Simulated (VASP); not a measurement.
# Y2SiF2 (P6/mmm) in VASP: a series of runs

Runs on Y2SiF2. Level: PBE. Tasks: single point, relaxation of cell and atoms.

All numbers are computed with VASP 6.6.1; they aren't measurements. Logs are shortened: lines on timing, memory, paths and dates and some standing lists are left out, and cuts for length are marked.

### Step 1. The cell of the first run

The structure is hexagonal, space group P6/mmm (No. 191). Conventional cell: a = 5.768 Å, b = 5.768 Å, c = 5.608 Å, α = 90.00°, β = 90.00°, γ = 120.00°. Y (site symmetry -6m2) has 3 Y at 3.33 Å and 6 F at 3.51 Å and 6 Si at 4.35 Å within 4.4 Å. Within 2.2 Å of Si (site symmetry 6/mmm) lie 2 F at 1.68 Å. Within 2.2 Å of F (site symmetry 6mm) lie 1 Si at 1.68 Å.

### Step 2. Single point, PBE

File INCAR:

```
SYSTEM = Y2SiF2
  PREC = Accurate
  ENCUT = 520
  EDIFF = 1E-6
  ISMEAR = 0
  SIGMA = 0.1
  LREAL = .FALSE.
  LASPH = .TRUE.
  NELM = 80
  ALGO = Normal
  ISIF = 2
  LWAVE = .FALSE.
  LCHARG = .FALSE.
  GGA = PE
  NBANDS = 28
```

File KPOINTS:

```
regular mesh
0
G
  6 6 4
  0 0 0
```

File POSCAR:

```
Y2SiF2
1.0
    5.7679356286      0.0000000000      0.0000000000
   -2.8839678143      4.9951787818      0.0000000000
    0.0000000000      0.0000000000      5.6080092509
Y Si F
2 1 2
Direct
    0.6666666667      0.3333333333      0.0000000000
    0.3333333333      0.6666666667      0.0000000000
    0.0000000000      0.0000000000      0.5000000000
    0.0000000000      0.0000000000      0.2003899076
    0.0000000000      0.0000000000      0.7996100924
```

Potentials or basis: VASP PAW PBE potentials, release 64 (Y_sv, Si, F).

Run with:

```
$ cat potpaw_PBE.64/Y_sv/POTCAR potpaw_PBE.64/Si/POTCAR potpaw_PBE.64/F/POTCAR > POTCAR
$ mpirun -np 1 vasp_std > vasp.out
```

OUTCAR:

```text
SYSTEM = Y2SiF2
   PREC = Accurate
   ENCUT = 520
   EDIFF = 1E-6
   ISMEAR = 0
   LREAL = .FALSE.
   LASPH = .TRUE.
   NELM = 80
   ISIF = 2
   GGA = PE

 ion  position               nearest neighbor table
   1  0.667  0.333  0.000-   2 3.33   2 3.33   2 3.33
   2  0.333  0.667  0.000-   1 3.33   1 3.33   1 3.33
   3  0.000  0.000  0.500-   4 1.68   5 1.68
   4  0.000  0.000  0.200-   3 1.68
   5  0.000  0.000  0.800-   3 1.68

  LATTYP: Found a hexagonal cell.
 ALAT       =     5.7679356286
 C/A-ratio  =     0.9722732034

  Lattice vectors:

 A1 = (   5.7679356286,   0.0000000000,   0.0000000000)
 A2 = (  -2.8839678143,   4.9951787818,   0.0000000000)
 A3 = (   0.0000000000,   0.0000000000,   5.6080092509)

Analysis of symmetry for initial positions (statically):
=====================================================================
 Subroutine PRICEL returns:
 Original cell was already a primitive cell.

 Routine SETGRP: Setting up the symmetry group for a
 hexagonal supercell.

 Subroutine GETGRP returns: Found 24 space group operations
 (whereof 24 operations were pure point group operations)
 out of a pool of 24 trial point group operations.

The static configuration has the point symmetry D_6h.

Analysis of symmetry for dynamics (positions and initial velocities):
=====================================================================
 Subroutine PRICEL returns:
 Original cell was already a primitive cell.

 Routine SETGRP: Setting up the symmetry group for a
 hexagonal supercell.

 Subroutine GETGRP returns: Found 24 space group operations
 (whereof 24 operations were pure point group operations)
 out of a pool of 24 trial point group operations.

The dynamic configuration has the point symmetry D_6h.

 Subroutine INISYM returns: Found 24 space group operations
 (whereof 24 operations are pure point group operations),
 and found     1 'primitive' translations

----------------------------------------------------------------------------------------

                                     Primitive cell

  volume of cell :     161.5772

  direct lattice vectors                    reciprocal lattice vectors
     5.767935629  0.000000000  0.000000000     0.173372254  0.100096517  0.000000000
    -2.883967814  4.995178782  0.000000000     0.000000000  0.200193035  0.000000000
     0.000000000  0.000000000  5.608009251     0.000000000  0.000000000  0.178316396

  length of vectors
     5.767935629  5.767935629  5.608009251     0.200193035  0.200193035  0.178316396

  position of ions in fractional coordinates (direct lattice)
     0.666666667  0.333333333  0.000000000
     0.333333333  0.666666667  0.000000000
     0.000000000  0.000000000  0.500000000
     0.000000000  0.000000000  0.200389908
     0.000000000  0.000000000  0.799610092

  ion indices of the primitive-cell ions
   primitive index   ion index
                 1           1
                 2           2
                 3           3
                 4           4
                 5           5

----------------------------------------------------------------------------------------

 KPOINTS: regular mesh

Automatic generation of k-mesh.
 Grid dimensions read from file:
 generate k-points for:    6    6    4

 Generating k-lattice:

  Cartesian coordinates                     Fractional coordinates (reciprocal lattice)
     0.028895376  0.016682753  0.000000000     0.166666667  0.000000000  0.000000000
     0.000000000  0.033365506  0.000000000     0.000000000  0.166666667  0.000000000
     0.000000000  0.000000000  0.044579099     0.000000000  0.000000000  0.250000000

  Length of vectors
     0.033365506  0.033365506  0.044579099

  Shift w.r.t. Gamma in fractional coordinates (k-lattice)
     0.000000000  0.000000000  0.000000000

 Subroutine IBZKPT returns following result:
 ===========================================

 Found     21 irreducible k-points:

 Following reciprocal coordinates:
            Coordinates               Weight
  0.000000  0.000000  0.000000      1.000000
  0.166667 -0.000000  0.000000      6.000000
  0.333333  0.000000  0.000000      6.000000
  0.500000 -0.000000  0.000000      3.000000
  0.166667  0.166667  0.000000      6.000000
  0.333333  0.166667  0.000000     12.000000
[... 13 lines left out ...]
  0.333333  0.166667  0.500000     12.000000
  0.333333  0.333333  0.500000      2.000000
   k-points           NKPTS =     21   k-points in BZ     NKDIM =     21   number of bands    NBANDS=     28
   number of dos      NEDOS =    301   number of ions     NIONS =      5
   total plane-waves  NPLWV =  96768
   dimension x,y,z NGX =    48 NGY =   48 NGZ =   42
   dimension x,y,z NGXF=    96 NGYF=   96 NGZF=   84
   ions per type =               2   1   2
   NGX,Y,Z   is equivalent  to a cutoff of  13.83, 13.83, 12.45 a.u.
   NGXF,Y,Z  is equivalent  to a cutoff of  27.67, 27.67, 24.90 a.u.
 SYSTEM =  Y2SiF2
   PREC   = accura    normal or accurate (medium, high low for compatibility)
   ISTART =      0    job   : 0-new  1-cont  2-samecut
   ICHARG =      2    charge: 1-file 2-atom 10-const
   ISPIN  =      1    spin polarized calculation?
   LNONCOLLINEAR =      F non collinear calculations
   LSORBIT =      F    spin-orbit coupling
   LASPH  =      T    aspherical Exc in radial PAW
   ENCUT  =  520.0 eV  38.22 Ry    6.18 a.u.  10.72 10.72 10.43*2*pi/ulx,y,z
   NELM   =     80;   NELMIN=  2; NELMDL= -5     # of ELM steps
   EDIFF  = 0.1E-05   stopping-criterion for ELM
   LREAL  =      F    real-space projection
   EDIFFG = 0.1E-04   stopping-criterion for IOM
   NSW    =      0    number of steps for IOM
   IBRION =     -1    ionic relax: 0-MD 1-quasi-New 2-CG
   NFREE  =      0    steps in history (QN), initial steepest desc. (CG)
   ISIF   =      2    stress and relaxation
   ISYM   =      2    0-nonsym 1-usesym 2-fastsym
   POTIM  = 0.5000    time-step for ionic-motion
   TEBEG  =    0.0;   TEEND  =   0.0 temperature during run
   PSTRESS=    0.0 pullay stress
   NELECT =      40.0000    total number of electrons
   NUPDOWN=      -1.0000    fix difference up-down
   EMIN   =  10.00;   EMAX   =-10.00  energy-range for DOS
   EFERMI =   0.00;   METHOD = LEGACY
   ISMEAR =     0;   SIGMA  =   0.10  broadening in eV -4-tet -1-fermi 0-gaus
   EFERMI_NEDOS =   21; number of points for ismear=-14 and -15
   IALGO  =     38    algorithm
   IMIX   =      4    mixing-type and parameters
     AMIX     =   0.40;   BMIX     =  1.00
     AMIX_MAG =   1.60;   BMIX_MAG =  1.00
  volume/ion in A,a.u.               =      32.32       218.08
  Fermi-wavevector in a.u.,A,eV,Ry     =   1.027941  1.942526 14.376763  1.056662
  Thomas-Fermi vector in A             =   2.161912
   LORBIT       =      0    0 simple, 1 ext, 2 COOP (PROOUT), +10 PAW based schemes
   GGA     = PE    functional components
   LHFCALC =     F    Hartree Fock is set to
   AEXX    =    0.0000 exact exchange contribution
   IVDW    =     0    specifies the selected vdW correction
   LEPSILON=     F    determine dielectric tensor
   LRPA    =     F    only Hartree local field effects (RPA)
 non-spin polarized calculation
 Gauss-broadening in eV      SIGMA  =   0.10
  energy-cutoff  :      520.00
  volume of cell :      161.58
 maximum number of plane-waves:      4400
 NGX is ok and might be reduce to    48
   NGX = 21   NGY = 21   NGZ = 21

 number of electron      39.9999982 magnetization

 Free energy of the ion-electron system (eV)
  ---------------------------------------------------
  ext. energy  EPLUGINS =         0.00000000
  ---------------------------------------------------
  free energy    TOTEN  =       -22.50043703 eV

  energy without entropy =      -22.45954593  energy(sigma->0) =      -22.47999148

 E-fermi :   1.5089     XC(G=0):  -7.7111

 val. band max:        1.4826722802   @ k =   0.5000  -0.0000   0.0000
 cond. band min:       1.5097792351   @ k =   0.1667   0.1667   0.5000
 fundamental gap:      0.0271069549
 Fermi energy:         1.5089025613

 k-point     1 :       0.0000    0.0000    0.0000
  band No.  band energies     occupation
      1     -42.4200      2.00000
      2     -42.3452      2.00000
      3     -24.2613      2.00000
      4     -23.7803      2.00000
      5     -22.5009      2.00000
      6     -22.4450      2.00000
[... 20 lines left out ...]
     27       3.0115      0.00000
     28       3.0923      0.00000

 k-point     2 :       0.1667   -0.0000    0.0000
  band No.  band energies     occupation
      1     -42.4156      2.00000
      2     -42.3497      2.00000
      3     -24.2623      2.00000
      4     -23.7797      2.00000
      5     -22.4961      2.00000
      6     -22.4527      2.00000
[... 20 lines left out ...]
     27       3.2913      0.00000
     28       3.3563      0.00000

 k-point     3 :       0.3333    0.0000    0.0000
  band No.  band energies     occupation
      1     -42.4043      2.00000
      2     -42.3611      2.00000
      3     -24.2637      2.00000
      4     -23.7791      2.00000
      5     -22.4836      2.00000
      6     -22.4672      2.00000
[... 20 lines left out ...]
     27       3.2964      0.00000
     28       3.7251      0.00000

 k-point     4 :       0.5000   -0.0000    0.0000
  band No.  band energies     occupation
      1     -42.3952      2.00000
      2     -42.3703      2.00000
      3     -24.2646      2.00000
      4     -23.7787      2.00000
      5     -22.4741      2.00000
      6     -22.4734      2.00000
[... 485 lines left out ...]
     27       3.4413      0.00000
     28       3.5098      0.00000

 k-point    20 :       0.3333    0.1667    0.5000
  band No.  band energies     occupation
      1     -42.3952      2.00000
      2     -42.3703      2.00000
      3     -24.1390      2.00000
      4     -23.9180      2.00000
      5     -22.4769      2.00000
      6     -22.4745      2.00000
[... 20 lines left out ...]
     27       3.4464      0.00000
     28       3.6814      0.00000

 k-point    21 :       0.3333    0.3333    0.5000
  band No.  band energies     occupation
      1     -42.3827      2.00000
      2     -42.3827      2.00000
      3     -24.1394      2.00000
      4     -23.9178      2.00000
      5     -22.4827      2.00000
      6     -22.4598      2.00000
[... 20 lines left out ...]
     27       3.6115      0.00000
     28       3.6116      0.00000

------------------------ aborting loop because EDIFF is reached ----------------------------------------

  FORCE on cell =-STRESS in cart. coord.  units (eV):
  Direction    XX          YY          ZZ          XY          YZ          ZX
  --------------------------------------------------------------------------------------
  -------------------------------------------------------------------------------------
  Total       -0.1195370     -0.1195370      0.5108432      0.0000000      0.0000000     -0.0000000
  in kB       -1.1853123     -1.1853123      5.0654504      0.0000000      0.0000000     -0.0000000
  external PRESSURE =       0.8982753 kB  Pullay stress =       0.0000000 kB

 VOLUME and BASIS-vectors are now :
 -----------------------------------------------------------------------------
  energy-cutoff  :      520.00
  volume of cell :      161.58
      direct lattice vectors                 reciprocal lattice vectors
     5.767935629  0.000000000  0.000000000     0.173372254  0.100096517  0.000000000
    -2.883967814  4.995178782  0.000000000     0.000000000  0.200193035  0.000000000
     0.000000000  0.000000000  5.608009251     0.000000000  0.000000000  0.178316396

 POSITION                                       TOTAL-FORCE (eV/Angst)
 -----------------------------------------------------------------------------------
      2.88397      1.66506      0.00000         0.000000     -0.000000      0.000000
     -0.00000      3.33012      0.00000        -0.000000      0.000000      0.000000
      0.00000      0.00000      2.80400        -0.000000      0.000000      0.000000
      0.00000      0.00000      1.12379         0.000000      0.000000     -0.167984
      0.00000      0.00000      4.48422        -0.000000     -0.000000      0.167984
 -----------------------------------------------------------------------------------
    total drift:                               -0.000000      0.000000      0.000000

  FREE ENERGIE OF THE ION-ELECTRON SYSTEM (eV)
  ---------------------------------------------------
  free  energy   TOTEN  =       -22.5004370335 eV

  energy  without entropy=      -22.4595459319  energy(sigma->0) =      -22.47999148
```

Run time: 87 s. Hardware: 1 thread of Intel Xeon Platinum 8488C (Sapphire Rapids), shared host; peak memory 0.35 GiB.

What came out:

- Free energy: -22.5004 eV
- Pressure: 0.1 GPa
- Largest force: 0.168 eV/Å
- Band gap on the k mesh: zero (band 20 reaches 2.16 eV, above the bottom of band 21 at 1.17 eV)

Forces on the atoms (eV/Å):
```
Y    0.000  0.000  0.000
Y    0.000  0.000  0.000
Si   0.000  0.000  0.000
F    0.000  0.000 -0.168
F    0.000  0.000  0.168
```

[end of part 1 of 2]
